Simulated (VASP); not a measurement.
# Rh: single point with PBEsol

Crystal: Rh.

```
CELL_PARAMETERS angstrom
0.09885 1.95224 1.95224
1.95224 0.09885 1.95224
1.95224 1.95224 0.09885
ATOMIC_POSITIONS crystal
Rh 0.00000 0.00000 0.00000
```

This cell differs from its parent crystal: ratio of the length along [111] to the lengths across it x 1.08, volume and fractional coordinates fixed.

| Item | Value |
| --- | --- |
| Program | VASP 6.6.1 |
| Task | single point |
| Functional | PBEsol |
| Potentials or basis | VASP PAW PBE potentials, release 64 (Rh_pv) |
| Cutoff | 520 eV |
| k mesh | 24 × 24 × 24 |
| Occupations | gaussian, width 0.15 eV |
| Spin | no spin polarisation |
| Dipole correction | no |
| Further INCAR settings | ALGO = Fast; EDIFF = 1e-07; NBANDS = 14 |

The pressure is -2.8 GPa.

Stress tensor (GPa, compression positive):
```
-2.83 -9.83 -9.83
-9.83 -2.83 -9.83
-9.83 -9.83 -2.83
```

Levels at points of the mesh, in eV from the Fermi level:
| k point | band 5 | band 6 | band 7 | band 8 | band 9 | band 10 |
| --- | --- | --- | --- | --- | --- | --- |
| (0.00, 0.00, 0.00) | -3.68 | -2.87 | -2.87 | -0.86 | -0.86 | 15.81 |
| (0.50, 0.00, 0.00) | -3.71 | -2.63 | 0.29 | 0.95 | 0.95 | 9.04 |
| (0.50, 0.50, 0.00) | -5.97 | 0.46 | 0.98 | 1.15 | 3.23 | 12.28 |
| (0.50, 0.50, 0.50) | -3.07 | -3.07 | -0.06 | 0.48 | 0.48 | 7.45 |

It took 11 min on 1 thread of AMD EPYC 7R13, with other jobs on the host, peak memory 0.31 GiB.

Caveat: the PAW data sets were made with another functional, which shifts forces and pressure a little.
